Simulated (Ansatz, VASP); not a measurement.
# Pb in VASP and in Ansatz

```
Pb
1.0
    -3.07999    3.07999    1.68019
     3.07999   -3.07999    1.68019
     3.07999    3.07999   -1.68019
Pb
2
Direct
  0.00000 0.00000 0.00000
  0.75000 0.25000 0.50000
```

Alike in both runs: task single point; functional PBEsol; k mesh 6 × 6 × 6; occupations gaussian, width 0.1 eV; no spin polarisation.

|  | VASP | Ansatz |
| --- | --- | --- |
| version | VASP 6.6.1 | Ansatz 0.2.0 |
| potentials or method | VASP PAW PBE potentials, release 64 (Pb_d), cutoff 520 eV | scalar-relativistic, plane waves, PAW |
| valence electrons in the cell | 28 | 28 |

|  | VASP | Ansatz | Ansatz less VASP |
| --- | --- | --- | --- |
| gap on the k mesh at the Fermi level (eV) | none | none | - |
| pressure (GPa) | -1.0 | -0.9 | +0.07 |
| traceless stress, the component that is largest in VASP (GPa) | -0.66 | -0.66 | -0.005 |

VASP's potentials were made for PBE, not for PBEsol. A gap of «none» marks a metal or a gap that the smearing closes. The functional is the same, so the differences come from potentials, cutoffs and numerics.

Spin-orbit coupling is off throughout.
